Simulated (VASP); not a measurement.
Set up this calculation in VASP 6.6.1, as the native input.

```yaml
Task: single point
Functional: PBEsol
Potentials_or_basis: VASP PAW PBE potentials, release 64 (Si, C, H)
Cutoff: 520 eV
k_mesh: 9 × 9 × 1
Occupations: gaussian, width 0.05 eV
Spin: collinear spin
Starting_moments: "[0.0, 0.0, 0.0, 0.0, 0.0, 0.0, 0.0, 0.0, 0.0, 0.0, 1.0, 0.0] μB"
Dipole_correction: yes
Further_INCAR_settings: ALGO = Normal; EDIFF = 1e-07; NBANDS = 38
```

The structure of Si10HC lies in POSCAR:

```
Si10HC
1.0
    3.8248883545      0.0000000000      0.0000000000
   -1.9124441773      3.3124504817      0.0000000000
    0.0000000000      0.0000000000     33.5454325990
Si C H
10 1 1
Direct
    0.3333333333      0.6666666667      0.2533876996
    0.6666666667      0.3333333333      0.2771414802
    0.6666666667      0.3333333333      0.3476524086
    0.3333333333      0.6666666667      0.3714061890
    0.3333333333      0.6666666667      0.4419171174
    0.6665382411      0.3334617589      0.4656709554
    0.6596629693      0.3403370307      0.5362085570
    0.3256735961      0.6743264039      0.5601986668
    0.4219600607      0.5780399393      0.6266308218
    0.7285315885      0.2714684115      0.6574488077
    0.2605745701     -0.2605745701      0.6746560226
    0.3779243621     -0.3779243621      0.6983315175
```

One way to write it, as run:

INCAR

```
ALGO = Normal ; DIPOL = 0.5 0.5 0.493
EDIFF = 1E-7 ; ENCUT = 520
GGA = PS ; IDIPOL = 3
ISIF = 2 ; ISMEAR = 0
ISPIN = 2 ; KPAR = 4
LASPH = True ; LCHARG = True
LDIPOL = True ; LORBIT = 11
LREAL = False ; LVACPOTAV = True
LVHAR = True ; LWAVE = False
MAGMOM = 0 0 0 0 0 0 0 0 0 0 1 0 ; NBANDS = 38
NELM = 150 ; PREC = Accurate
SIGMA = 0.05
```

KPOINTS

```
k-points
0
Gamma
  9 9 1
```

Potentials or basis: VASP PAW PBE potentials, release 64 (Si, C, H).

Launch:

```console
$ cat potpaw_PBE.64/Si/POTCAR potpaw_PBE.64/C/POTCAR potpaw_PBE.64/H/POTCAR > POTCAR
$ mpirun -np 4 vasp_std > vasp.out
```

Results of the run:

The largest force is 0.686 eV/Å and the net moment is 0.00 μB per cell. The valence electrons inside the program's atomic spheres are Si 1.65, 1.68, 1.67, 1.69, 1.60 (each value once); C 2.41; H 0.65.

Caveat: the PAW data sets were made with another functional, which shifts forces and pressure a little.

It took 12 min on 4 MPI ranks on Intel(R) Xeon(R) Platinum 8488C (Sapphire Rapids), with other jobs on the host, peak memory 1 GiB a rank.
